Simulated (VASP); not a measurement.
# Sn8Se7 (P1) in VASP: single point with PBE+D3(BJ)

Aim: the single point of Sn8Se7 with PBE+D3(BJ).

Program: VASP 6.6.1. These are calculated values, not measurements. Logs are shortened: lines on timing, memory, paths and dates and some standing lists are left out, and cuts for length are marked.

## (1) The cell of the first run

The typed cell holds 15 atoms: a = 8.471 Å, b = 8.446 Å, c = 8.499 Å, α = 58.18°, β = 58.34°, γ = 57.93°.

## (2) Single point, PBE+D3(BJ)

INCAR

```
ALGO = Normal ; EDIFF = 1E-7
ENCUT = 520 ; GGA = PE
ISIF = 2 ; ISMEAR = 0
ISYM = 0 ; IVDW = 12
LASPH = T ; LCHARG = T
LELF = T ; LREAL = Auto
LVHAR = T ; LWAVE = F
NBANDS = 90 ; NELM = 80
PREC = Accurate ; SIGMA = 0.1
```

KPOINTS

```
Automatic mesh
0
Gamma
  2 2 2
  0.5 0.5 0.5
```

POSCAR

```
Sn8Se7
1.0
   -5.9796612923      5.9971066329     -0.1691744779
   -0.1893645645      5.9769165463     -5.9649761570
   -6.0060082454      0.1428275249     -6.0115131967
Sn Se
8 7
Direct
    0.0096271276      0.9959290519      0.5042345392
    0.0037393720      0.5073613543      0.4995261477
    1.0385188835      0.9800058007     -0.0249617098
    0.9985626218      0.5017938031      0.9998726605
    0.4581608726      0.9605379103      0.5550270814
    0.5003930653      0.5064289342      0.4974554790
    0.5075543683      0.0112743439      0.0029641765
    0.4910003095      0.5262665805      0.9887103725
    0.2502330559      0.2485608611      0.7408605359
    0.2473951668      0.7531601185      0.2444692065
    0.2473523761      0.2527084750      0.2431868233
    0.7463082082      0.7548758342      0.7405100360
    0.7486101039      0.2526117606      0.7433868760
    0.7491716064      0.7499196229      0.2426514697
    0.7559635603      0.2563433559      0.2523321765
```

Potentials or basis: VASP PAW PBE potentials, release 64 (Sn_d, Se).

Launch:

```bash
$ cat potpaw_PBE.64/Sn_d/POTCAR potpaw_PBE.64/Se/POTCAR > POTCAR
$ mpirun -np 1 vasp_std > vasp.out
```

OUTCAR:

```text
EDIFF = 1E-7
   ENCUT = 520
   GGA = PE
   ISIF = 2
   ISMEAR = 0
   ISYM = 0
   IVDW = 12
   LASPH = T
   LREAL = Auto
   NELM = 80
   PREC = Accurate
 IVDW          = 12

 ion  position               nearest neighbor table
   1  0.010  0.996  0.504-  11 2.92  13 2.93  10 2.98  15 2.98  12 2.99
   2  0.004  0.507  0.500-   9 2.88  12 2.88  10 2.89  13 3.02  11 3.02  14 3.02
   3  0.039  0.980  0.975-  10 2.84   9 2.85  13 3.08  14 3.08  15 3.27   5 3.48   8 3.71
   4  0.999  0.502  1.000-  15 2.89  14 2.90  11 2.90  12 3.02   9 3.03
   5  0.458  0.961  0.555-   9 2.85  12 2.85  11 3.11  14 3.12   3 3.48   8 3.59
   6  0.500  0.506  0.497-  14 2.91  13 2.91  15 2.92  10 2.99   9 3.01
   7  0.508  0.011  0.003-  14 2.84  11 2.84  13 2.85  10 3.08  12 3.08   9 3.08
   8  0.491  0.526  0.989-  10 2.85  12 2.86  11 3.06  13 3.07  15 3.12   5 3.59   3 3.71
   9  0.250  0.249  0.741-   5 2.85   3 2.85   2 2.88   6 3.01   4 3.03   7 3.08
  10  0.247  0.753  0.244-   3 2.84   8 2.85   2 2.89   1 2.98   6 2.99   7 3.08
  11  0.247  0.253  0.243-   7 2.84   4 2.90   1 2.92   2 3.02   8 3.06   5 3.11
  12  0.746  0.755  0.741-   5 2.85   8 2.86   2 2.88   1 2.99   4 3.02   7 3.08
  13  0.749  0.253  0.743-   7 2.85   6 2.91   1 2.93   2 3.02   8 3.07   3 3.08
  14  0.749  0.750  0.243-   7 2.84   4 2.90   6 2.91   2 3.02   3 3.08   5 3.12
  15  0.756  0.256  0.252-   4 2.89   6 2.92   1 2.98   8 3.12   3 3.27

IMPORTANT INFORMATION: All symmetrisations will be switched off!
NOSYMM: (Re-)initialisation of all symmetry stuff for point group C_1.

----------------------------------------------------------------------------------------

                                     Primitive cell

  volume of cell :     411.7119

  direct lattice vectors                    reciprocal lattice vectors
    -5.979661292  5.997106633 -0.169174478    -0.085201203  0.084251458  0.087124912
    -0.189364564  5.976916546 -5.964976157     0.087506633  0.084842699 -0.085410723
    -6.006008245  0.142827525 -6.011513197    -0.084431506 -0.086556888 -0.084049784

  length of vectors
     8.470552352  8.446320554  8.498872023     0.148149598  0.148831065  0.147258752

  position of ions in fractional coordinates (direct lattice)
     0.009627128  0.995929052  0.504234539
     0.003739372  0.507361354  0.499526148
     0.038518884  0.980005801  0.975038290
     0.998562622  0.501793803  0.999872661
     0.458160873  0.960537910  0.555027081
     0.500393065  0.506428934  0.497455479
     0.507554368  0.011274344  0.002964177
     0.491000310  0.526266580  0.988710373
     0.250233056  0.248560861  0.740860536
     0.247395167  0.753160118  0.244469206
     0.247352376  0.252708475  0.243186823
     0.746308208  0.754875834  0.740510036
     0.748610104  0.252611761  0.743386876
     0.749171606  0.749919623  0.242651470
     0.755963560  0.256343356  0.252332176

  ion indices of the primitive-cell ions
   primitive index   ion index
                 1           1
                 2           2
                 3           3
                 4           4
                 5           5
                 6           6
                 7           7
                 8           8
                 9           9
                10          10
                11          11
                12          12
                13          13
                14          14
                15          15

----------------------------------------------------------------------------------------

 KPOINTS: Automatic mesh

Automatic generation of k-mesh.
 Grid dimensions read from file:
 generate k-points for:    2    2    2

 Generating k-lattice:

  Cartesian coordinates                     Fractional coordinates (reciprocal lattice)
    -0.042600602  0.042125729  0.043562456     0.500000000  0.000000000  0.000000000
     0.043753317  0.042421349 -0.042705361    -0.000000000  0.500000000  0.000000000
    -0.042215753 -0.043278444 -0.042024892     0.000000000  0.000000000  0.500000000

  Length of vectors
     0.074074799  0.074415533  0.073629376

  Shift w.r.t. Gamma in fractional coordinates (k-lattice)
     0.500000000  0.500000000  0.500000000

 Subroutine IBZKPT returns following result:
 ===========================================

 Found      4 irreducible k-points:

 Following reciprocal coordinates:
            Coordinates               Weight
  0.250000  0.250000  0.250000      2.000000
 -0.250000  0.250000  0.250000      2.000000
  0.250000 -0.250000  0.250000      2.000000
 -0.250000 -0.250000  0.250000      2.000000
   k-points           NKPTS =      4   k-points in BZ     NKDIM =      4   number of bands    NBANDS=     90
   number of dos      NEDOS =    301   number of ions     NIONS =     15
   total plane-waves  NPLWV = 262144
   dimension x,y,z NGX =    64 NGY =   64 NGZ =   64
   dimension x,y,z NGXF=   128 NGYF=  128 NGZF=  128
   ions per type =               8   7
   NGX,Y,Z   is equivalent  to a cutoff of  12.56, 12.60, 12.52 a.u.
   NGXF,Y,Z  is equivalent  to a cutoff of  25.12, 25.19, 25.04 a.u.
 SYSTEM =  unknown system
   PREC   = accura    normal or accurate (medium, high low for compatibility)
   ISTART =      0    job   : 0-new  1-cont  2-samecut
   ICHARG =      2    charge: 1-file 2-atom 10-const
   ISPIN  =      1    spin polarized calculation?
   LNONCOLLINEAR =      F non collinear calculations
   LSORBIT =      F    spin-orbit coupling
   LASPH  =      T    aspherical Exc in radial PAW
   ENCUT  =  520.0 eV  38.22 Ry    6.18 a.u.  15.75 15.70 15.80*2*pi/ulx,y,z
   NELM   =     80;   NELMIN=  2; NELMDL= -5     # of ELM steps
   EDIFF  = 0.1E-06   stopping-criterion for ELM
   LREAL  =      T    real-space projection
   EDIFFG = 0.1E-05   stopping-criterion for IOM
   NSW    =      0    number of steps for IOM
   IBRION =     -1    ionic relax: 0-MD 1-quasi-New 2-CG
   NFREE  =      0    steps in history (QN), initial steepest desc. (CG)
   ISIF   =      2    stress and relaxation
   ISYM   =      0    0-nonsym 1-usesym 2-fastsym
   POTIM  = 0.5000    time-step for ionic-motion
   TEBEG  =    0.0;   TEEND  =   0.0 temperature during run
   PSTRESS=    0.0 pullay stress
   NELECT =     154.0000    total number of electrons
   NUPDOWN=      -1.0000    fix difference up-down
   EMIN   =  10.00;   EMAX   =-10.00  energy-range for DOS
   EFERMI =   0.00;   METHOD = LEGACY
   ISMEAR =     0;   SIGMA  =   0.10  broadening in eV -4-tet -1-fermi 0-gaus
   EFERMI_NEDOS =   21; number of points for ismear=-14 and -15
   IALGO  =     38    algorithm
   IMIX   =      4    mixing-type and parameters
     AMIX     =   0.40;   BMIX     =  1.00
     AMIX_MAG =   1.60;   BMIX_MAG =  1.00
  volume/ion in A,a.u.               =      27.45       185.22
  Fermi-wavevector in a.u.,A,eV,Ry     =   1.179552  2.229031 18.930385  1.391344
  Thomas-Fermi vector in A             =   2.315861
   LORBIT       =      0    0 simple, 1 ext, 2 COOP (PROOUT), +10 PAW based schemes
   GGA     = PE    functional components
   LHFCALC =     F    Hartree Fock is set to
   AEXX    =    0.0000 exact exchange contribution
   IVDW    =    12    specifies the selected vdW correction
   LEPSILON=     F    determine dielectric tensor
   LRPA    =     F    only Hartree local field effects (RPA)
 non-spin polarized calculation
 Gauss-broadening in eV      SIGMA  =   0.10
  energy-cutoff  :      520.00
  volume of cell :      411.71
 maximum number of plane-waves:     11084
 NGX is ok and might be reduce to    64
   NGX = 31   NGY = 31   NGZ = 31

 number of electron     154.0000001 magnetization

 Free energy of the ion-electron system (eV)
  ---------------------------------------------------
  ext. energy  EPLUGINS =         0.00000000
  ---------------------------------------------------
  free energy    TOTEN  =       -60.60685344 eV

  energy without entropy =      -60.60685344  energy(sigma->0) =      -60.60685344

 E-fermi :   5.9420     XC(G=0):  -9.6060

 val. band max:        5.4699796470   @ k =   0.2500  -0.2500   0.2500
 cond. band min:       6.5742172987   @ k =   0.2500  -0.2500   0.2500
 fundamental gap:      1.1042376517
 Fermi energy:         5.9419584150

 k-point     1 :       0.2500    0.2500    0.2500
  band No.  band energies     occupation
      1     -15.9206      2.00000
      2     -15.9199      2.00000
      3     -15.9086      2.00000
      4     -15.9074      2.00000
      5     -15.8979      2.00000
      6     -15.8964      2.00000
[... 81 lines left out ...]
     88       8.1507      0.00000
     89       8.5446      0.00000

 k-point     2 :      -0.2500    0.2500    0.2500
  band No.  band energies     occupation
      1     -15.9161      2.00000
      2     -15.9153      2.00000
      3     -15.9062      2.00000
      4     -15.9031      2.00000
      5     -15.8999      2.00000
      6     -15.8926      2.00000
[... 81 lines left out ...]
     88       8.5775      0.00000
     89       8.7224      0.00000

 k-point     3 :       0.2500   -0.2500    0.2500
  band No.  band energies     occupation
      1     -15.9165      2.00000
      2     -15.9159      2.00000
      3     -15.9059      2.00000
      4     -15.9008      2.00000
      5     -15.8977      2.00000
      6     -15.8966      2.00000
[... 81 lines left out ...]
     88       8.5845      0.00000
     89       8.7344      0.00000

 k-point     4 :      -0.2500   -0.2500    0.2500
  band No.  band energies     occupation
      1     -15.9157      2.00000
      2     -15.9152      2.00000
      3     -15.9067      2.00000
      4     -15.9030      2.00000
      5     -15.9018      2.00000
      6     -15.8918      2.00000
[... 81 lines left out ...]
     88       8.5616      0.00000
     89       8.7121      0.00000
 [bands above 89 left out]

------------------------ aborting loop because EDIFF is reached ----------------------------------------

 Edisp (eV)   -5.29416

 E8    (eV) :    -2.3970

  FORCE on cell =-STRESS in cart. coord.  units (eV):
  Direction    XX          YY          ZZ          XY          YZ          ZX
  --------------------------------------------------------------------------------------
  -------------------------------------------------------------------------------------
  Total       0.08328     0.00124     0.10096     0.10070     0.06564    -0.00338
  in kB       0.32410     0.00481     0.39289     0.39187     0.25546    -0.01315
  external pressure =        0.24 kB  Pullay stress =        0.00 kB

 VOLUME and BASIS-vectors are now :
 -----------------------------------------------------------------------------
  energy-cutoff  :      520.00
  volume of cell :      411.71
      direct lattice vectors                 reciprocal lattice vectors
    -5.979661292  5.997106633 -0.169174478    -0.085201203  0.084251458  0.087124912
    -0.189364564  5.976916546 -5.964976157     0.087506633  0.084842699 -0.085410723
    -6.006008245  0.142827525 -6.011513197    -0.084431506 -0.086556888 -0.084049784

 POSITION                                       TOTAL-FORCE (eV/Angst)
 -----------------------------------------------------------------------------------
     -3.27460      6.08234     -8.97353        -0.006090     -0.010904      0.010370
     -3.11859      3.12623     -6.02994         0.014145     -0.011377      0.003432
     -6.27200      6.22768    -11.71368         0.005174     -0.015380     -0.008613
    -12.07133      9.13048     -9.17287         0.014677      0.020091      0.008687
     -6.25504      8.56797     -9.14365        -0.001787     -0.007352     -0.000589
     -6.07580      6.09884     -6.09595        -0.000306     -0.020984     -0.020730
     -3.05494      3.11167     -0.17094         0.023947     -0.005993      0.019367
     -8.97387      6.23125     -9.16588         0.015417     -0.002145     -0.005460
     -5.99299      3.09212     -5.97869        -0.012864      0.012879     -0.001829
     -3.09025      6.02015     -6.00406        -0.010082      0.011105      0.000168
     -2.98752      3.02855     -3.01117        -0.014928      0.004015     -0.014512
     -9.05313      9.09328     -9.08066        -0.008839      0.000499     -0.004695
     -8.98906      6.10551     -6.10235        -0.011824      0.015029     -0.006597
     -6.07917      9.00973     -6.05870        -0.019194      0.007240     -0.007437
     -6.08446      6.10178     -3.17387         0.012553      0.003276      0.028436
 -----------------------------------------------------------------------------------
    total drift:                                0.028437      0.003121      0.004918

  FREE ENERGIE OF THE ION-ELECTRON SYSTEM (eV)
  ---------------------------------------------------
  free  energy   TOTEN  =       -65.9010161200 eV

  energy  without entropy=      -65.9010161200  energy(sigma->0) =      -65.90101612
```

Wall time 3.7 min (1 thread of Intel Xeon Platinum 8488C (Sapphire Rapids), shared host); peak memory 0.56 GiB.

What came out:

| Quantity | Value |
| --- | --- |
| Free energy | -65.9010 eV |
| Pressure | 0.0 GPa |
| Largest force | 0.031 eV/Å |
| Band gap on the k mesh | 1.10 eV, direct |
| Dispersion energy per atom | -0.353 eV |

Forces on the atoms (eV/Å):
```
Sn  -0.006 -0.011  0.010
Sn   0.014 -0.011  0.003
Sn   0.005 -0.015 -0.009
Sn   0.015  0.020  0.009
Sn  -0.002 -0.007 -0.001
Sn   0.000 -0.021 -0.021
Sn   0.024 -0.006  0.019
Sn   0.015 -0.002 -0.005
Se  -0.013  0.013 -0.002
Se  -0.010  0.011  0.000
Se  -0.015  0.004 -0.015
Se  -0.009  0.000 -0.005
Se  -0.012  0.015 -0.007
Se  -0.019  0.007 -0.007
Se   0.013  0.003  0.028
```

Levels at points of the mesh, in eV from the valence-band top:
```tsv
k point	band 74	band 75	band 76	band 77	band 78	band 79	band 80	band 81
(0.25, 0.25, 0.25)	-0.64	-0.60	-0.32	-0.11	1.23	1.33	1.53	1.63
```

Caveat: spin-orbit coupling is left out, which moves the levels of the heavy elements.
